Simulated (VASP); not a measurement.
Runs of VASP 6.6.1 on Mg3Se. The structure is that of space group P4/mmm (No. 123), or close to it. The cells are those of the table. 

```tsv
task	cell	k mesh	cutoff (eV)	gap on the mesh (eV)	pressure (GPa)	relaxed volume (Å³/atom)
relaxation of cell and atoms	relaxed from a = 5.790, b = 5.790, c = 3.011 Å, 4 atoms	4 × 4 × 6	600	none	-0.1	(a)
single point	a = 5.861, b = 5.861, c = 2.944 Å, 4 atoms	8 × 8 × 16	520	none	-0.1	-
relaxation of cell and atoms	relaxed from a = 5.816, b = 5.816, c = 3.036 Å, 4 atoms	8 × 8 × 16	600	none	0.0	25.25
single point	a = 5.816, b = 5.816, c = 3.036 Å, 4 atoms	4 × 4 × 6	520	none	0.0	-
```

Alike in all rows: level PBE; potentials or basis VASP PAW PBE potentials, release 64 (Mg, Se); no spin polarisation; smearing gaussian 0.1 eV.

Task: Estimate the missing entries.

Result: (a) 25.73.

A k mesh can miss the band edges, and the runs leave out spin-orbit coupling on Se.

A gap of «none» marks levels without a gap at the run's occupations.
